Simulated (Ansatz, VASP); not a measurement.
Two plane-wave programs on AlN

The input INCAR:

```
PREC = Accurate ; ENCUT = 520
EDIFF = 1E-6 ; ISMEAR = -1
SIGMA = 0.02 ; LREAL = F
LASPH = T ; NELM = 100
ALGO = Normal ; ISIF = 2
LWAVE = F ; LCHARG = F
GGA = PE ; NBANDS = 16
```

KPOINTS

```
regular mesh
0
Gamma
  12 12 6
```

The input POSCAR:

```
AlN
1.0
    3.0756268226      0.0000000000      0.0000000000
   -1.5378134113      2.6635709609      0.0000000000
    0.0000000000      0.0000000000      4.9288056364
Al N
2 2
Direct
    0.3333333333      0.6666666667     -0.0033962569
    0.6666666667      0.3333333333      0.4966037431
    0.3333333333      0.6666666667      0.3783962569
    0.6666666667      0.3333333333      0.8783962569
```

Input for Ansatz:

```yaml
crystal:
  lattice:
    - [3.0756268226, 0.0, 0.0]
    - [-1.5378134113, 2.6635709609, 0.0]
    - [0.0, 0.0, 4.9288056364]
  atoms:
    - { symbol: Al, position: [0.3333333333, 0.6666666667, -0.0033962569] }
    - { symbol: Al, position: [0.6666666667, 0.3333333333, 0.4966037431] }
    - { symbol: "N", position: [0.3333333333, 0.6666666667, 0.3783962569] }
    - { symbol: "N", position: [0.6666666667, 0.3333333333, 0.8783962569] }
kpoints:
  mp_grid: { grid: [12, 12, 6] }
  band_path:
    path:
      - [0.0, 0.0, 0.0]
      - [0.5, 0.0, 0.0]
      - [0.3333333333, 0.3333333333, 0.0]
      - [0.0, 0.0, 0.5]
      - [0.5, 0.0, 0.5]
      - [0.3333333333, 0.3333333333, 0.5]
    npoints: 1
hamiltonian:
  xc: pbe
scf:
  occupations: { method: fermi_dirac, width: 0.02 }
  n_extra_bands: 5
output:
  forces: true
  stress: true
  eigenvalues: true
```

Change from the starting cell: hydrostatic strain -1.0%.

Alike in both runs: task single point; functional PBE; k mesh 12 × 12 × 6; occupations fermi-dirac, width 0.02 eV; no spin polarisation.

|  | VASP | Ansatz |
| --- | --- | --- |
| version | VASP 6.6.1 | Ansatz 0.2.0 |
| potentials or method | VASP PAW PBE potentials, release 64 (Al, N) | plane waves, PAW |
| plane-wave cutoff (eV) | 520 | 420 |
| valence electrons in the cell | 16 | 16 |

|  | VASP | Ansatz | Ansatz less VASP |
| --- | --- | --- | --- |
| gap on the k mesh at the Fermi level (eV) | 4.51 | 4.50 | -0.012 |
| pressure (GPa) | 11.2 | 11.4 | +0.24 |
| traceless stress, the component that is largest in VASP (GPa) | -0.51 | -0.55 | -0.042 |
| rms of the force components (eV/Å) | 0.004 | 0.005 | +0.0003 |

Atom by atom the forces differ by 0.000 eV/Å (rms over components).
